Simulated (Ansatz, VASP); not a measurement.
One calculation of KF, two programs

```
CELL_PARAMETERS angstrom
0.00000 2.67350 2.67350
2.67350 0.00000 2.67350
2.67350 2.67350 0.00000
ATOMIC_POSITIONS crystal
K 0.00000 0.00000 0.00000
F 0.50000 0.50000 0.50000
```

Alike in both runs: task electric field gradients; functional PBEsol; k mesh 9 × 9 × 9; occupations fermi-dirac, width 0.01 eV; no spin polarisation.

```csv
,VASP,Ansatz
version,VASP 6.6.1,Ansatz 0.2.0
potentials or method,"VASP PAW PBE potentials, release 64 (K_sv, F)","PAW with Ansatz's default frozen-core files, scalar-relativistic"
plane-wave cutoff (eV),520,420
valence electrons in the cell,16,16
```

```tsv
	VASP	Ansatz	Ansatz less VASP
gap on the k mesh at the Fermi level (eV)	6.02	6.04	+0.016
pressure (GPa)	-0.7	-0.7	-0.04
```

VASP's potentials were made for PBE, not for PBEsol.
